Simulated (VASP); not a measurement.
A run of VASP 6.6.1 is set up as follows.

File INCAR:

```
SYSTEM = LuCd
PREC = Accurate
ENCUT = 520
EDIFF = 1E-6
ISMEAR = -1
SIGMA = 0.1
LREAL = .FALSE.
LASPH = .TRUE.
NELM = 60
ALGO = Normal
ISIF = 2
LWAVE = .FALSE.
LCHARG = .TRUE.
GGA = CA
LELF = .TRUE.
LVHAR = .TRUE.
NBANDS = 26
```

The input KPOINTS:

```
regular mesh
0
G
  7 7 7
  0 0 0
```

File POSCAR:

```
LuCd
1.0
    3.6409900000      0.0000000000      0.0000000000
    0.0000000000      3.6409900000      0.0000000000
    0.0000000000      0.0000000000      3.6409900000
Lu Cd
1 1
Direct
    0.5027465058      0.5000000000      0.5000000000
    0.0000000000      0.0000000000      0.0000000000
```

Potentials or basis: VASP PAW PBE potentials, release 64 (Lu, Cd).

Run with:

```bash
$ cat potpaw_PBE.64/Lu/POTCAR potpaw_PBE.64/Cd/POTCAR > POTCAR
$ mpirun -np 1 vasp_std > vasp.out
```

**Question.** Estimate the largest force.

**Answer.** 0.028 eV/Å.

**Question.** What does it give for the pressure?

**Answer.** -4.5 GPa.

Forces on the atoms (eV/Å):
```
Lu  -0.028  0.000  0.000
Cd   0.028  0.000  0.000
```

Caveat: the PAW data sets were made with another functional, which shifts forces and pressure a little.
